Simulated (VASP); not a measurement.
# C (I-4m2) in VASP: notebook

Runs on C. Level: PBE. Tasks: single point, relaxation of cell and atoms.

Everything below comes from runs of VASP 6.6.1. Logs are shortened: lines on timing, memory, paths and dates and some standing lists are left out, and cuts for length are marked.

### Step 1. The cell of the first run

Symmetry: I-4m2, No. 119, tetragonal system. The conventional cell has a = 2.455 Å, b = 2.455 Å, c = 6.075 Å, α = 90.00°, β = 90.00°, γ = 90.00°. C (site symmetry 2mm) has 3 C at 1.46 Å within 1.9 Å. C (site symmetry -4m2) has 4 C at 1.46 Å within 1.9 Å.

### Step 2. Single point, PBE, collinear spin, ferromagnetic start

INCAR

```
SYSTEM = C
PREC = Accurate ; ENCUT = 520
EDIFF = 1E-6 ; ISMEAR = 0
SIGMA = 0.1 ; LREAL = .FALSE.
LASPH = .TRUE. ; NELM = 150
ALGO = Normal ; ISIF = 2
LWAVE = .FALSE. ; LCHARG = .TRUE.
ISPIN = 2 ; MAGMOM = 1 1 1
LORBIT = 11 ; GGA = PE
LELF = .TRUE. ; LVHAR = .TRUE.
NBANDS = 17
```

KPOINTS

```
Automatic mesh
0
G
  10 10 10
  0 0 0
```

POSCAR

```
C
1.0
   -1.2274146200      1.2274146200      3.0374496700
    1.2274146200     -1.2274146200      3.0374496700
    1.2274146200      1.2274146200     -3.0374496700
C
3
Direct
    0.3798992300      0.3798992300      0.0000000000
    0.7500000000      0.2500000000      0.5000000000
    0.6201007700      0.6201007700      0.0000000000
```

Potentials or basis: VASP PAW PBE potentials, release 64 (C).

Started as:

```sh
$ cat potpaw_PBE.64/C/POTCAR > POTCAR
$ mpirun -np 1 vasp_std > vasp.out
```

OUTCAR:

```text
SYSTEM = C
   PREC = Accurate
   ENCUT = 520
   EDIFF = 1E-6
   ISMEAR = 0
   LREAL = .FALSE.
   LASPH = .TRUE.
   NELM = 150
   ISIF = 2
   ISPIN = 2
   LORBIT = 11
   GGA = PE

 ion  position               nearest neighbor table
   1  0.380  0.380  0.000-   2 1.46   2 1.46   3 1.46
   2  0.750  0.250  0.500-   1 1.46   3 1.46   1 1.46   3 1.46
   3  0.620  0.620  0.000-   2 1.46   2 1.46   1 1.46

  LATTYP: Found a body centered tetragonal cell.
 ALAT       =     2.4548292400
 C/A-ratio  =     2.4746728779

  Lattice vectors:

 A1 = (  -1.2274146200,   1.2274146200,   3.0374496700)
 A2 = (   1.2274146200,  -1.2274146200,   3.0374496700)
 A3 = (   1.2274146200,   1.2274146200,  -3.0374496700)

Analysis of symmetry for initial positions (statically):
=====================================================================
 Subroutine PRICEL returns:
 Original cell was already a primitive cell.

 Routine SETGRP: Setting up the symmetry group for a
 body centered tetragonal supercell.

 Subroutine GETGRP returns: Found  8 space group operations
 (whereof  8 operations were pure point group operations)
 out of a pool of 16 trial point group operations.

The static configuration has the point symmetry D_2d.

Analysis of symmetry for dynamics (positions and initial velocities):
=====================================================================
 Subroutine PRICEL returns:
 Original cell was already a primitive cell.

 Routine SETGRP: Setting up the symmetry group for a
 body centered tetragonal supercell.

 Subroutine GETGRP returns: Found  8 space group operations
 (whereof  8 operations were pure point group operations)
 out of a pool of 16 trial point group operations.

The dynamic configuration has the point symmetry D_2d.

Analysis of structural, dynamic, and magnetic symmetry:
=====================================================================
 Subroutine PRICEL returns:
 Original cell was already a primitive cell.

 Routine SETGRP: Setting up the symmetry group for a
 body centered tetragonal supercell.

 Subroutine GETGRP returns: Found  8 space group operations
 (whereof  8 operations were pure point group operations)
 out of a pool of 16 trial point group operations.

The overall configuration has the point symmetry D_2d.

 Subroutine INISYM returns: Found  8 space group operations
 (whereof  8 operations are pure point group operations),
 and found     1 'primitive' translations

----------------------------------------------------------------------------------------

                                     Primitive cell

  volume of cell :      18.3042

  direct lattice vectors                    reciprocal lattice vectors
    -1.227414620  1.227414620  3.037449670     0.000000000  0.407360310  0.164611781
     1.227414620 -1.227414620  3.037449670     0.407360310  0.000000000  0.164611781
     1.227414620  1.227414620 -3.037449670     0.407360310  0.407360310  0.000000000

  length of vectors
     3.498455916  3.498455916  3.498455916     0.439362562  0.439362562  0.576094475

  position of ions in fractional coordinates (direct lattice)
     0.379899230  0.379899230  0.000000000
     0.750000000  0.250000000  0.500000000
     0.620100770  0.620100770  0.000000000

  ion indices of the primitive-cell ions
   primitive index   ion index
                 1           1
                 2           2
                 3           3

----------------------------------------------------------------------------------------

 KPOINTS: Automatic mesh

Automatic generation of k-mesh.
 Grid dimensions read from file:
 generate k-points for:   10   10   10

 Generating k-lattice:

  Cartesian coordinates                     Fractional coordinates (reciprocal lattice)
     0.000000000  0.040736031  0.016461178     0.100000000  0.000000000  0.000000000
     0.040736031  0.000000000  0.016461178     0.000000000  0.100000000  0.000000000
     0.040736031  0.040736031  0.000000000     0.000000000  0.000000000  0.100000000

  Length of vectors
     0.043936256  0.043936256  0.057609448

  Shift w.r.t. Gamma in fractional coordinates (k-lattice)
     0.000000000  0.000000000  0.000000000

 Subroutine IBZKPT returns following result:
 ===========================================

 Found    102 irreducible k-points:

 Following reciprocal coordinates:
            Coordinates               Weight
  0.000000  0.000000  0.000000      1.000000
  0.100000 -0.000000  0.000000      8.000000
  0.200000 -0.000000  0.000000      8.000000
  0.300000  0.000000  0.000000      8.000000
  0.400000  0.000000 -0.000000      8.000000
  0.500000 -0.000000  0.000000      4.000000
[... 16 lines left out ...]
  0.300000  0.300000 -0.000000      8.000000
  0.400000  0.300000  0.000000     16.000000
 [... further k-points ...]
   k-points           NKPTS =    102   k-points in BZ     NKDIM =    102   number of bands    NBANDS=     17
   number of dos      NEDOS =    301   number of ions     NIONS =      3
   total plane-waves  NPLWV =  21952
   dimension x,y,z NGX =    28 NGY =   28 NGZ =   28
   dimension x,y,z NGXF=    56 NGYF=   56 NGZF=   56
   ions per type =               3
   NGX,Y,Z   is equivalent  to a cutoff of  13.31, 13.31, 13.31 a.u.
   NGXF,Y,Z  is equivalent  to a cutoff of  26.61, 26.61, 26.61 a.u.
 SYSTEM =  C
   PREC   = accura    normal or accurate (medium, high low for compatibility)
   ISTART =      0    job   : 0-new  1-cont  2-samecut
   ICHARG =      2    charge: 1-file 2-atom 10-const
   ISPIN  =      2    spin polarized calculation?
   LNONCOLLINEAR =      F non collinear calculations
   LSORBIT =      F    spin-orbit coupling
   LASPH  =      T    aspherical Exc in radial PAW
   ENCUT  =  520.0 eV  38.22 Ry    6.18 a.u.   6.50  6.50  6.50*2*pi/ulx,y,z
   NELM   =    150;   NELMIN=  2; NELMDL= -5     # of ELM steps
   EDIFF  = 0.1E-05   stopping-criterion for ELM
   LREAL  =      F    real-space projection
   EDIFFG = 0.1E-04   stopping-criterion for IOM
   NSW    =      0    number of steps for IOM
   IBRION =     -1    ionic relax: 0-MD 1-quasi-New 2-CG
   NFREE  =      0    steps in history (QN), initial steepest desc. (CG)
   ISIF   =      2    stress and relaxation
   ISYM   =      2    0-nonsym 1-usesym 2-fastsym
   POTIM  = 0.5000    time-step for ionic-motion
   TEBEG  =    0.0;   TEEND  =   0.0 temperature during run
   PSTRESS=    0.0 pullay stress
   NELECT =      12.0000    total number of electrons
   NUPDOWN=      -1.0000    fix difference up-down
   EMIN   =  10.00;   EMAX   =-10.00  energy-range for DOS
   EFERMI =   0.00;   METHOD = LEGACY
   ISMEAR =     0;   SIGMA  =   0.10  broadening in eV -4-tet -1-fermi 0-gaus
   EFERMI_NEDOS =   21; number of points for ismear=-14 and -15
   IALGO  =     38    algorithm
   IMIX   =      4    mixing-type and parameters
     AMIX     =   0.40;   BMIX     =  1.00
     AMIX_MAG =   1.60;   BMIX_MAG =  1.00
  volume/ion in A,a.u.               =       6.10        41.17
  Fermi-wavevector in a.u.,A,eV,Ry     =   1.422169  2.687511 27.518682  2.022566
  Thomas-Fermi vector in A             =   2.542902
   LORBIT       =     11    0 simple, 1 ext, 2 COOP (PROOUT), +10 PAW based schemes
   GGA     = PE    functional components
   LHFCALC =     F    Hartree Fock is set to
   AEXX    =    0.0000 exact exchange contribution
   IVDW    =     0    specifies the selected vdW correction
   LEPSILON=     F    determine dielectric tensor
   LRPA    =     F    only Hartree local field effects (RPA)
 spin polarized calculation
 Gauss-broadening in eV      SIGMA  =   0.10
  energy-cutoff  :      520.00
  volume of cell :       18.30
 maximum number of plane-waves:       511
 NGX is ok and might be reduce to    28
   NGX = 13   NGY = 13   NGZ = 13

 number of electron      12.0000000 magnetization       0.0015872

 number of electron      12.0000000 magnetization      -0.0003546

 Free energy of the ion-electron system (eV)
  ---------------------------------------------------
  ext. energy  EPLUGINS =         0.00000000
  ---------------------------------------------------
  free energy    TOTEN  =       -24.62328366 eV

  energy without entropy =      -24.61939356  energy(sigma->0) =      -24.62133861

 E-fermi :   8.9845     XC(G=0): -12.7760

 val. band max:        8.9720830768   @ k =   0.4000   0.4000  -0.0000
 cond. band min:       9.0149979506   @ k =  -0.1000  -0.3000   0.1000
 fundamental gap:      0.0429148737
 Fermi energy:         8.9845111668

 spin component 1

 k-point     1 :       0.0000    0.0000    0.0000
  band No.  band energies     occupation
      1     -12.6702      1.00000
      2      -1.2066      1.00000
      3      -0.2792      1.00000
      4       3.8914      1.00000
      5       3.8914      1.00000
      6       9.9697      0.00000
[... 9 lines left out ...]
     16      37.8153      0.00000
     17      38.3454      0.00000

 k-point     2 :       0.1000   -0.0000    0.0000
  band No.  band energies     occupation
      1     -12.4579      1.00000
      2      -1.7517      1.00000
      3       0.3727      1.00000
      4       2.9956      1.00000
      5       3.9486      1.00000
      6       9.2250      0.00034
[... 9 lines left out ...]
     16      35.3590      0.00000
     17      36.8826      0.00000

 k-point     3 :       0.2000   -0.0000    0.0000
  band No.  band energies     occupation
      1     -11.8282      1.00000
      2      -2.4555      1.00000
      3       0.5494      1.00000
      4       1.7508      1.00000
      5       4.1100      1.00000
      6       7.9330      1.00000
[... 392 lines left out ...]
 k-point    23 :       0.3000    0.3000   -0.0000
  band No.  band energies     occupation
      1      -8.6100      1.00000
      2      -4.2340      1.00000
      3      -0.9190      1.00000
      4      -0.3139      1.00000
      5       3.0926      1.00000
      6       7.9412      1.00000
[... 9 lines left out ...]
     16      33.4629      0.00000
     17      35.8279      0.00000

 k-point    24 :       0.4000    0.3000    0.0000
  band No.  band energies     occupation
      1      -7.3456      1.00000
      2      -4.6856      1.00000
      3      -1.8087      1.00000
      4       0.0179      1.00000
      5       2.6860      1.00000
      6       6.8035      1.00000
[... 9 lines left out ...]
     16      33.7386      0.00000
     17      35.9156      0.00000

 [... further k-points ...]

 spin component 2

 k-point     1 :       0.0000    0.0000    0.0000
  band No.  band energies     occupation
      1     -12.6703      1.00000
      2      -1.2068      1.00000
      3      -0.2794      1.00000
      4       3.8913      1.00000
      5       3.8913      1.00000
      6       9.9693      0.00000
[... 9 lines left out ...]
     16      37.8151      0.00000
     17      38.3452      0.00000

 k-point     2 :       0.1000   -0.0000    0.0000
  band No.  band energies     occupation
      1     -12.4581      1.00000
      2      -1.7519      1.00000
      3       0.3725      1.00000
      4       2.9955      1.00000
      5       3.9485      1.00000
      6       9.2246      0.00034
[... 9 lines left out ...]
     16      35.3588      0.00000
     17      36.8825      0.00000

 k-point     3 :       0.2000   -0.0000    0.0000
  band No.  band energies     occupation
      1     -11.8284      1.00000
      2      -2.4557      1.00000
      3       0.5492      1.00000
      4       1.7506      1.00000
      5       4.1099      1.00000
      6       7.9326      1.00000
[... 392 lines left out ...]
 k-point    23 :       0.3000    0.3000   -0.0000
  band No.  band energies     occupation
      1      -8.6101      1.00000
      2      -4.2342      1.00000
      3      -0.9191      1.00000
      4      -0.3140      1.00000
      5       3.0924      1.00000
      6       7.9408      1.00000
[... 9 lines left out ...]
     16      33.4626      0.00000
     17      35.8276      0.00000

 k-point    24 :       0.4000    0.3000    0.0000
  band No.  band energies     occupation
      1      -7.3457      1.00000
      2      -4.6858      1.00000
      3      -1.8088      1.00000
      4       0.0178      1.00000
      5       2.6859      1.00000
      6       6.8031      1.00000
[... 9 lines left out ...]
     16      33.7384      0.00000
     17      35.9153      0.00000

 [... further k-points ...]

------------------------ aborting loop because EDIFF is reached ----------------------------------------

  FORCE on cell =-STRESS in cart. coord.  units (eV):
  Direction    XX          YY          ZZ          XY          YZ          ZX
  --------------------------------------------------------------------------------------
  -------------------------------------------------------------------------------------
  Total        2.2629947      2.2629947      7.7983132      0.0000000      0.0000000      0.0000000
  in kB      198.0808327    198.0808327    682.5894808      0.0000000      0.0000000      0.0000000
  external PRESSURE =     359.5837154 kB  Pullay stress =       0.0000000 kB

 VOLUME and BASIS-vectors are now :
 -----------------------------------------------------------------------------
  energy-cutoff  :      520.00
  volume of cell :       18.30
      direct lattice vectors                 reciprocal lattice vectors
    -1.227414620  1.227414620  3.037449670     0.000000000  0.407360310  0.164611781
     1.227414620 -1.227414620  3.037449670     0.407360310  0.000000000  0.164611781
     1.227414620  1.227414620 -3.037449670     0.407360310  0.407360310  0.000000000

 POSITION                                       TOTAL-FORCE (eV/Angst)
 -----------------------------------------------------------------------------------
      0.00000      0.00000      2.30785        -0.000000     -0.000000      3.616224
      0.00000      1.22741      1.51872        -0.000000     -0.000000     -0.000000
      0.00000      0.00000      3.76705         0.000000      0.000000     -3.616224
 -----------------------------------------------------------------------------------
    total drift:                               -0.000000      0.000000      0.000000

  FREE ENERGIE OF THE ION-ELECTRON SYSTEM (eV)
  ---------------------------------------------------
  free  energy   TOTEN  =       -24.6232836635 eV

  energy  without entropy=      -24.6193935576  energy(sigma->0) =      -24.62133861

 total charge

# of ion       s       p       d       tot
------------------------------------------
    1        0.879   1.709   0.000   2.589
    2        0.862   1.862   0.000   2.724
    3        0.879   1.709   0.000   2.589
--------------------------------------------------
tot          2.621   5.281   0.000   7.902

 magnetization (x)

# of ion       s       p       d       tot
------------------------------------------
    1       -0.000  -0.000   0.000  -0.000
    2        0.000   0.000   0.000   0.000
    3       -0.000  -0.000   0.000  -0.000
--------------------------------------------------
tot         -0.000  -0.000   0.000  -0.000
```

Wall time 44 s (1 thread of Intel Xeon 6975P-C (Granite Rapids), shared host); peak memory 0.18 GiB.

What came out:

| Property | Result |
| --- | --- |
| Free energy | -24.6233 eV |
| Pressure | 36.0 GPa |
| Largest force | 3.616 eV/Å |
| Band gap on the k mesh | zero (filled and empty bands overlap) |
| Net moment | 0.00 μB per cell |
| Valence electrons inside the program's atomic spheres | C 2.59, 2.72 |

Forces in eV/Å, atoms in the order of the input:
```
C    0.000  0.000  3.616
C    0.000  0.000  0.000
C    0.000  0.000 -3.616
```

Stress tensor (GPa, compression positive):
```
19.81  0.00  0.00
 0.00 19.81  0.00
 0.00  0.00 68.26
```

Caveat: the k points lie up to 0.36 Å⁻¹ apart; forces of over 1 eV/Å act on the atoms, so gaps and moduli don't describe the material at rest.

(Continued in part 2 of 3.)
